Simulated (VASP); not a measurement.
A run of VASP 6.6.1 is set up as follows.

INCAR

```
SYSTEM = Pt
AGGAC = 1.0
AGGAX = 1.0
ALDAC = 0.0
ALDAX = 1.0
ALGO = Normal
EDIFF = 1E-6
ENCUT = 520
GGA = B5
ISIF = 2
ISMEAR = -1
LASPH = .True.
LCHARG = .False.
LREAL = .False.
LWAVE = .False.
NBANDS = 28
NELM = 60
PREC = Accurate
SIGMA = 0.1
```

File KPOINTS:

```
k-points
0
Gamma
  14 14 4
  0 0 0
```

File POSCAR:

```
Pt
1.0
    2.8416517258      0.0000000000      0.0000000000
   -1.4208258629      2.4609425832      0.0000000000
    0.0000000000      0.0000000000      9.5603629235
Pt
4
Direct
    1.0000000000      1.0000000000      0.0000000000
    1.0000000000      1.0000000000      0.5000000000
    0.3333333333      0.6666666667      0.2500000000
    0.6666666667      0.3333333333      0.7500000000
```

Potentials or basis: VASP PAW PBE potentials, release 64 (Pt).

The run is started by

```bash
$ cat potpaw_PBE.64/Pt/POTCAR > POTCAR
$ mpirun -np 1 vasp_std > vasp.out
```

(1) What does it give for the pressure?

(2) Predict the band gap on the k mesh.

Answers

(1) 0.9 GPa.

(2) zero (band 20 reaches 10.31 eV, above the bottom of band 21 at 9.14 eV).

Caveat: the PAW data sets were made with another functional, which shifts forces and pressure a little; spin-orbit coupling is left out, which moves the levels of the heavy elements.
